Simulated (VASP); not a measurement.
# Ni (Fm-3m) in VASP: single point with LDA

Aim: the single point of Ni with LDA.

All numbers are computed with VASP 6.6.1; they aren't measurements. Logs are shortened: lines on timing, memory, paths and dates and some standing lists are left out, and cuts for length are marked.

## 1. The cell of the first run

Symmetry: Fm-3m, No. 225, cubic system. Conventional cell: a = 3.545 Å, b = 3.545 Å, c = 3.545 Å, α = 90.00°, β = 90.00°, γ = 90.00°. Ni (site symmetry m-3m) has 12 Ni at 2.51 Å within 3.3 Å.

## 2. Single point, LDA, collinear spin, ferromagnetic start

Input file INCAR:

```
ALGO = Normal
EDIFF = 1E-6
ENCUT = 520
GGA = CA
ISIF = 2
ISMEAR = -1
ISPIN = 2
ISYM = 0
LASPH = T
LCHARG = T
LELF = T
LMAXMIX = 4
LORBIT = 11
LREAL = F
LVHAR = T
LWAVE = F
MAGMOM = 2 2
NBANDS = 21
NELM = 150
PREC = Accurate
SIGMA = 0.1
```

Input file KPOINTS:

```
k-points
0
Gamma
  12 7 10
```

Input file POSCAR:

```
Ni
1.0
    0.0000000000     -1.7724000000     -1.7724000000
   -3.5448000000     -1.7724000000     -1.7724000000
    0.0000000000      1.7724000000     -1.7724000000
Ni
2
Direct
    0.0000000000      0.0000000000      0.0000000000
    0.0000000000      0.5000000000      0.5000000000
```

Potentials or basis: VASP PAW LDA potentials, release 64 (Ni).

Command:

```console
$ cat potpaw_LDA.64/Ni/POTCAR > POTCAR
$ mpirun -np 1 vasp_std > vasp.out
```

OUTCAR:

```text
EDIFF = 1E-6
   ENCUT = 520
   GGA = CA
   ISIF = 2
   ISMEAR = -1
   ISPIN = 2
   ISYM = 0
   LASPH = T
   LORBIT = 11
   LREAL = F
   NELM = 150
   PREC = Accurate

 ion  position               nearest neighbor table
   1  0.000  0.000  0.000-   2 2.51   2 2.51   2 2.51   2 2.51   2 2.51   2 2.51   2 2.51   2 2.51

   2  0.000  0.500  0.500-   1 2.51   1 2.51   1 2.51   1 2.51   1 2.51   1 2.51   1 2.51   1 2.51

IMPORTANT INFORMATION: All symmetrisations will be switched off!
NOSYMM: (Re-)initialisation of all symmetry stuff for point group C_1.

----------------------------------------------------------------------------------------

                                     Primitive cell

  volume of cell :      22.2713

  direct lattice vectors                    reciprocal lattice vectors
     0.000000000 -1.772400000 -1.772400000     0.282103363 -0.282103363 -0.282103363
    -3.544800000 -1.772400000 -1.772400000    -0.282103363  0.000000000  0.000000000
     0.000000000  1.772400000 -1.772400000     0.000000000  0.282103363 -0.282103363

  length of vectors
     2.506552118  4.341475620  2.506552118     0.488617357  0.282103363  0.398954401

  position of ions in fractional coordinates (direct lattice)
     0.000000000  0.000000000  0.000000000
     0.000000000  0.500000000  0.500000000

  ion indices of the primitive-cell ions
   primitive index   ion index
                 1           1
                 2           2

----------------------------------------------------------------------------------------

 KPOINTS: k-points

Automatic generation of k-mesh.
 Grid dimensions read from file:
 generate k-points for:   12    7   10

 Generating k-lattice:

  Cartesian coordinates                     Fractional coordinates (reciprocal lattice)
     0.023508614 -0.023508614 -0.023508614     0.083333333  0.000000000  0.000000000
    -0.040300480  0.000000000  0.000000000     0.000000000  0.142857143  0.000000000
     0.000000000  0.028210336 -0.028210336     0.000000000  0.000000000  0.100000000

  Length of vectors
     0.040718113  0.040300480  0.039895440

  Shift w.r.t. Gamma in fractional coordinates (k-lattice)
     0.000000000  0.000000000  0.000000000

 -----------------------------------------------------------------------------
[... 81 lines left out ...]
   PSTRESS=    0.0 pullay stress
   NELECT =      20.0000    total number of electrons
   NUPDOWN=      -1.0000    fix difference up-down
   EMIN   =  10.00;   EMAX   =-10.00  energy-range for DOS
   EFERMI =   0.00;   METHOD = LEGACY
   ISMEAR =    -1;   SIGMA  =   0.10  broadening in eV -4-tet -1-fermi 0-gaus
   EFERMI_NEDOS =   21; number of points for ismear=-14 and -15
   IALGO  =     38    algorithm
   IMIX   =      4    mixing-type and parameters
     AMIX     =   0.40;   BMIX     =  1.00
     AMIX_MAG =   1.60;   BMIX_MAG =  1.00
  volume/ion in A,a.u.               =      11.14        75.15
  Fermi-wavevector in a.u.,A,eV,Ry     =   1.579440  2.984709 33.941505  2.494630
  Thomas-Fermi vector in A             =   2.679819
   LORBIT       =     11    0 simple, 1 ext, 2 COOP (PROOUT), +10 PAW based schemes
   GGA     = CA    functional components
   LHFCALC =     F    Hartree Fock is set to
   AEXX    =    0.0000 exact exchange contribution
   IVDW    =     0    specifies the selected vdW correction
   LEPSILON=     F    determine dielectric tensor
   LRPA    =     F    only Hartree local field effects (RPA)
 spin polarized calculation
  energy-cutoff  :      520.00
  volume of cell :       22.27
 maximum number of plane-waves:       616
   NGX =  9   NGY = 17   NGZ =  9

 number of electron      19.9999987 magnetization       1.1762541

 Free energy of the ion-electron system (eV)
  ---------------------------------------------------
  ext. energy  EPLUGINS =         0.00000000
  ---------------------------------------------------
  free energy    TOTEN  =       -13.06100726 eV

  energy without entropy =      -12.94173109  energy(sigma->0) =      -13.00136918

 E-fermi :   8.6834     XC(G=0): -13.4750

 val. band max:        8.6828615374   @ k =   0.0833  -0.4286   0.4000
 cond. band min:       8.6890830953   @ k =  -0.3333   0.2857   0.1000
 fundamental gap:      0.0062215579
 Fermi energy:         8.6834456443

 spin component 1

 k-point     1 :       0.0000    0.0000    0.0000
  band No.  band energies     occupation
      1      -0.1244      1.00000
      2       4.2313      1.00000
      3       4.7033      1.00000
      4       6.4225      1.00000
      5       6.4252      1.00000
      6       6.4257      1.00000
[... 565 lines left out ...]
     20      36.2047      0.00000
     21      37.0945      0.00000

 [... further k-points ...]

 spin component 2

 k-point     1 :       0.0000    0.0000    0.0000
  band No.  band energies     occupation
      1      -0.0850      1.00000
      2       4.5881      1.00000
      3       5.2041      1.00000
      4       7.0173      1.00000
      5       7.0183      1.00000
      6       7.0201      1.00000
[... 565 lines left out ...]
     20      36.3203      0.00000
     21      37.1184      0.00000

 [... further k-points ...]
[... 5 lines left out ...]
  --------------------------------------------------------------------------------------
  -------------------------------------------------------------------------------------
  Total       -2.7838217     -2.7910946     -2.7910939      0.0010421     -0.0020315      0.0010439
  in kB     -200.2657946   -200.7890022   -200.7889537      0.0749661     -0.1461408      0.0750959
  external PRESSURE =    -200.6145835 kB  Pullay stress =       0.0000000 kB

 VOLUME and BASIS-vectors are now :
 -----------------------------------------------------------------------------
  energy-cutoff  :      520.00
  volume of cell :       22.27
      direct lattice vectors                 reciprocal lattice vectors
     0.000000000 -1.772400000 -1.772400000     0.282103363 -0.282103363 -0.282103363
    -3.544800000 -1.772400000 -1.772400000    -0.282103363  0.000000000  0.000000000
     0.000000000  1.772400000 -1.772400000     0.000000000  0.282103363 -0.282103363

 POSITION                                       TOTAL-FORCE (eV/Angst)
 -----------------------------------------------------------------------------------
      0.00000      0.00000      0.00000        -0.000000     -0.000000     -0.000000
     -1.77240      0.00000     -1.77240         0.000000      0.000000      0.000000
 -----------------------------------------------------------------------------------
    total drift:                                0.000000      0.000000     -0.000001

  FREE ENERGIE OF THE ION-ELECTRON SYSTEM (eV)
  ---------------------------------------------------
  free  energy   TOTEN  =       -13.0610072636 eV

  energy  without entropy=      -12.9417310873  energy(sigma->0) =      -13.00136918

 total charge

# of ion       s       p       d       tot
------------------------------------------
    1        0.490   0.475   8.316   9.281
    2        0.490   0.475   8.316   9.281
--------------------------------------------------
tot          0.979   0.951  16.631  18.561

 magnetization (x)

# of ion       s       p       d       tot
------------------------------------------
    1       -0.005  -0.017   0.616   0.594
    2       -0.005  -0.017   0.616   0.594
--------------------------------------------------
tot         -0.009  -0.034   1.232   1.188
```

Wall time 11 min (1 thread of Oxide Virtual Turin-like, shared host); peak memory 0.31 GiB.

Results:

```yaml
Free_energy: -13.0610 eV
Pressure: -20.1 GPa
Net_moment: 1.18 μB per cell
Site_moments: Ni +0.59 μB
Valence_electrons_inside_the_program's_atomic_spheres: Ni 9.28
```

Levels at points of the mesh, in eV from the Fermi level:
Spin up:
```csv
k point,band 9,band 10,band 11,band 12,band 13,band 14
"(0.00, 0.00, 0.00)",-0.46,-0.34,-0.34,2.46,9.09,14.57
"(0.50, 0.00, 0.00)",-0.48,-0.48,-0.20,-0.20,5.57,5.57
"(0.00, 0.00, 0.50)",-1.24,-1.24,1.02,1.02,11.38,11.38
"(0.50, 0.00, 0.50)",-0.34,-0.34,7.65,7.65,7.65,7.65
```
Spin down:
| k point | band 7 | band 8 | band 9 | band 10 | band 11 | band 12 | band 13 | band 14 |
| --- | --- | --- | --- | --- | --- | --- | --- | --- |
| (0.00, 0.00, 0.00) | -0.60 | -0.59 | 0.12 | 0.34 | 0.34 | 2.50 | 9.35 | 14.64 |
| (0.50, 0.00, 0.00) | -0.17 | -0.17 | 0.15 | 0.15 | 0.15 | 0.15 | 5.94 | 5.94 |
| (0.00, 0.00, 0.50) | -1.05 | -1.05 | -0.60 | -0.60 | 1.52 | 1.52 | 11.58 | 11.58 |
| (0.50, 0.00, 0.50) | -0.68 | -0.68 | 0.34 | 0.34 | 7.85 | 7.85 | 7.85 | 7.85 |

Caveat: the cell stands under tension.
